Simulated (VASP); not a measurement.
Here is a VASP 6.6.1 calculation.

INCAR

```
PREC     = Accurate       # precision mode
ENCUT    = 520            # plane-wave cutoff, eV
EDIFF    = 1E-7           # SCF threshold, eV
ISMEAR   = 0              # smearing method
SIGMA    = 0.05           # smearing width, eV
LREAL    = Auto         
LASPH    = True           # aspherical terms in the spheres
NELM     = 150            # most SCF steps
ALGO     = Normal         # electronic algorithm
ISIF     = 2              # what is computed and relaxed
LWAVE    = False          # write WAVECAR
LCHARG   = False          # write CHGCAR
ISPIN    = 2              # spin polarisation
MAGMOM   = 0 0 0 0 0 0 0 0 0 0 0.09 0 0.09 0 0.09 0.09 0.32 # initial moments
LORBIT   = 11             # projections on sites
GGA      = PE             # functional
NBANDS   = 50             # bands
```

The input KPOINTS:

```
regular mesh
0
Gamma
  2 2 2
```

File POSCAR:

```
Mg8HO8
1.0
    0.0000000000      4.2052000000      4.2052000000
    4.2052000000      0.0000000000      4.2052000000
    4.2052000000      4.2052000000      0.0000000000
Mg O H
8 8 1
Direct
   -0.0097450775     -0.0100392371      0.0130864168
   -0.0072880006     -0.0075900076      0.5080741701
    0.0095812328      0.4903719205      0.0003250737
    0.0259276610      0.4740278703      0.5073168934
    0.4911257491      0.0088274042      0.0003488538
    0.4735901979      0.0263631932      0.5074206934
    0.5075447066      0.5072410349     -0.0067582992
    0.5099939361      0.5096978741      0.4933474032
    0.2501738324      0.2497802720      0.2506211357
    0.2501262722      0.2498285456      0.7575330543
    0.2456572815      0.7460974508      0.2556166175
    0.2547449586      0.7537483354      0.7472506658
    0.7462056501      0.2452104537      0.2557890231
    0.7538553458      0.2542964663      0.7474178398
    0.7504700133      0.7494848045      0.2057225578
    0.7503496861      0.7496048939      0.7813646200
    0.7496335489      0.7503093789      0.4789617616
```

Potentials or basis: VASP PAW PBE potentials, release 64 (Mg, O, H).

Run with:

```sh
$ cat potpaw_PBE.64/Mg/POTCAR potpaw_PBE.64/O/POTCAR potpaw_PBE.64/H/POTCAR > POTCAR
$ mpirun -np 1 vasp_std > vasp.out
```

Task: What does it give for the net moment?

Result: 0.00 μB per cell.

Task: Predict the pressure.

Result: 13.5 GPa.

Task: Predict the largest force.

Result: 0.062 eV/Å.

Stress tensor (GPa, compression positive):
```
16.31 -0.90  0.00
-0.90 16.26  0.00
 0.00  0.00  8.03
```

Caveat: the k points lie up to 0.65 Å⁻¹ apart.
